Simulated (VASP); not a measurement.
Wanted: the native input for a VASP 6.6.1 run.

```yaml
Task: single point
Functional: PBE
Potentials_or_basis: VASP PAW PBE potentials, release 64 (Cd, Se, S)
Cutoff: 520 eV
k_mesh: 6 × 6 × 2
Occupations: gaussian, width 0.1 eV
Spin: no spin polarisation
Dipole_correction: no
Further_INCAR_settings: ALGO = Normal; EDIFF = 1e-07; NBANDS = 36
```

The structure of Cd3SeS2 lies in POSCAR:

```
Cd3SeS2
1.0
    4.4283092900      0.0000000000      0.0000000000
   -2.2141546400      3.8350283400      0.0000000000
    0.0000000000      0.0000000000     10.5247342200
Cd Se S
3 1 2
Direct
    0.5000000000      0.0000000000      0.5000000000
    0.0000000000      0.5000000000      0.5000000000
    0.5000000000      0.5000000000      0.5000000000
    0.0000000000      0.0000000000      0.5000000000
    0.3333333300      0.6666666700      0.0000000000
    0.6666666700      0.3333333300      0.0000000000
```

One way to write it, as run:

INCAR

```
SYSTEM = Cd3SeS2
PREC     = Accurate       ! precision mode
ENCUT    = 520            ! plane-wave cutoff, eV
EDIFF    = 1E-7           ! SCF threshold, eV
ISMEAR   = 0              ! smearing method
SIGMA    = 0.1            ! smearing width, eV
LREAL    = .FALSE.        ! projectors in reciprocal space
LASPH    = .TRUE.         ! aspherical terms in the spheres
NELM     = 60             ! most SCF steps
ALGO     = Normal         ! electronic algorithm
ISIF     = 2              ! what is computed and relaxed
LWAVE    = .FALSE.        ! write WAVECAR
LCHARG   = .FALSE.        ! write CHGCAR
GGA      = PE             ! functional
NBANDS   = 36             ! bands
```

KPOINTS

```
regular mesh
0
G
  6 6 2
  0 0 0
```

Potentials or basis: VASP PAW PBE potentials, release 64 (Cd, Se, S).

Run with:

```bash
$ cat potpaw_PBE.64/Cd/POTCAR potpaw_PBE.64/Se/POTCAR potpaw_PBE.64/S/POTCAR > POTCAR
$ mpirun -np 1 vasp_std > vasp.out
```

Results of the run:

```yaml
Pressure: 60.3 GPa
Band_gap_on_the_k_mesh: zero (band 27 reaches 2.02 eV, above the bottom of band 28 at 1.76 eV)
```

Run time: 69 s on 1 thread of AMD EPYC 9R45 96-Core Processor (Zen 5), with other jobs on the host, peak memory 0.32 GiB.
